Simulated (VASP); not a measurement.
## Zn: relaxation of cell and atoms with LDA

Crystal: Zn.

```
Zn
1.0
     0.00000    2.21371    2.21371
     2.21371    0.00000    2.21371
     2.21371    2.21371    0.00000
Zn
2
Direct
  0.87500 0.87500 0.87500
  0.12500 0.12500 0.12500
```

```
Program                : VASP 6.6.1
Task                   : relaxation of cell and atoms
Functional             : LDA
Potentials or basis    : VASP PAW LDA potentials, release 64 (Zn)
Cutoff                 : 600 eV
k mesh                 : 14 × 14 × 14
Occupations            : fermi-dirac, width 0.08 eV
Spin                   : no spin polarisation
Target pressure        : 78 GPa
Dipole correction      : no
Further INCAR settings : ALGO = Normal; EDIFF = 1e-06; IBRION = 2; EDIFFG = -0.005; NSW = 60; ISIF = 3
```

```json
{
 "Relaxed volume": "12.84 Å³/atom",
 "Relaxed cell": "a = 3.312 Å, b = 3.312 Å, c = 3.312 Å, α = 60.00°, β = 60.00°, γ = 60.00°",
 "Space group after relaxing (to 0.05 Å)": "Fd-3m (No. 227)",
 "Energy change on relaxing (the enthalpy is what falls)": "-1389.7 meV/atom",
 "Ionic steps": "5",
 "Pressure after relaxing": "78.0 GPa",
 "Band gap on the k mesh": "zero (band 12 reaches 13.10 eV, above the bottom of band 13 at 1.88 eV)"
}
```

Step by step:
| step | energy change (eV) | largest force (eV/Å) | pressure (GPa) | volume (Å³) |
| --- | --- | --- | --- | --- |
| 1 | 0.0000 | 0.0000 | 154.53 | 21.70 |
| 2 | -5.3232 | 0.0000 | 0.31 | 42.37 |
| 3 | -3.2340 | 0.0000 | 65.74 | 26.70 |
| 4 | -2.8489 | 0.0000 | 76.13 | 25.83 |
| 5 | -2.7793 | 0.0000 | 78.01 | 25.68 |

Final structure:
```
Zn
1.0
     0.00000    2.34169    2.34169
     2.34169    0.00000    2.34169
     2.34169    2.34169    0.00000
Zn
2
Direct
  0.87500 0.87500 0.87500
  0.12500 0.12500 0.12500
```

Levels at points of the mesh, in eV from the Fermi level:
| k point | band 8 | band 9 | band 10 | band 11 | band 12 | band 13 | band 14 | band 15 | band 16 |
| --- | --- | --- | --- | --- | --- | --- | --- | --- | --- |
| (0.00, 0.00, 0.00) | -8.19 | -8.19 | -7.38 | -7.38 | 9.17 | 9.17 | 9.17 | 10.07 | 10.07 |
| (0.50, 0.00, 0.00) | -7.97 | -7.48 | -7.48 | -5.59 | -5.07 | 5.64 | 5.64 | 10.59 | 10.59 |
| (0.50, 0.50, 0.00) | -8.53 | -7.35 | -7.35 | -3.71 | -3.71 | 1.20 | 1.20 | 6.64 | 6.64 |

Run time: 76 s on 1 thread of Intel(R) Xeon(R) 6975P-C (Granite Rapids), on a shared host, peak memory 0.17 GiB.

Caveat: the cell is relaxed towards a set pressure, so the enthalpy falls and the energy may rise; the volume moved by over 15 % at a fixed basis, so the end points are rough.
